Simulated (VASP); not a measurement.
Runs of VASP 6.6.1 on HfO2. The structure is that of space group Fm-3m (No. 225), or close to it. The cells are those of the table. 

```tsv
task	cell	k mesh for the DOS	occupations for the DOS	gap on the mesh (eV)	pressure (GPa)
electric field gradients	a = 3.629 Å, angles 60.0°, 3 atoms	-	-	3.60	-21.3
electric field gradients	a = 3.641 Å, angles 60.0°, 3 atoms	-	-	3.58	-23.2
single point	a = 3.688 Å, angles 60.0°, 3 atoms	-	-	3.47	-29.6
single point	a = 3.568 Å, angles 60.0°, 3 atoms	-	-	3.75	-10.2
single point	a = 3.641 Å, angles 60.0°, 3 atoms	-	-	3.58	(a)
single point	a = 3.605 Å, angles 60.0°, 3 atoms	-	-	3.66	(c)
electric field gradients	a = 3.617 Å, angles 60.0°, 3 atoms	-	-	(b)	-19.3
electric field gradients	a = 3.593 Å, angles 60.0°, 3 atoms	-	-	3.69	-15.0
electric field gradients	a = 3.688 Å, angles 60.0°, 3 atoms	-	-	3.47	-29.6
single point	a = 3.629 Å, angles 60.0°, 3 atoms	-	-	3.60	-21.3
electric field gradients	a = 3.543 Å, angles 60.0°, 3 atoms	-	-	(d)	-4.8
```

Alike in all rows: level LDA; potentials or basis VASP PAW LDA potentials, release 64 (Hf_pv, O); no spin polarisation; k mesh 9 × 9 × 9; cutoff (eV) 520; smearing fermi-dirac 0.01 eV.

Question: Fill in the values left out.

Answer: (a) -23.1; (b) 3.63; (c) -17.2; (d) 3.81.

Caveats: spin-orbit coupling is left out, which moves the levels of the heavy elements.

A k mesh can miss the band edges, and the runs leave out spin-orbit coupling on Hf.
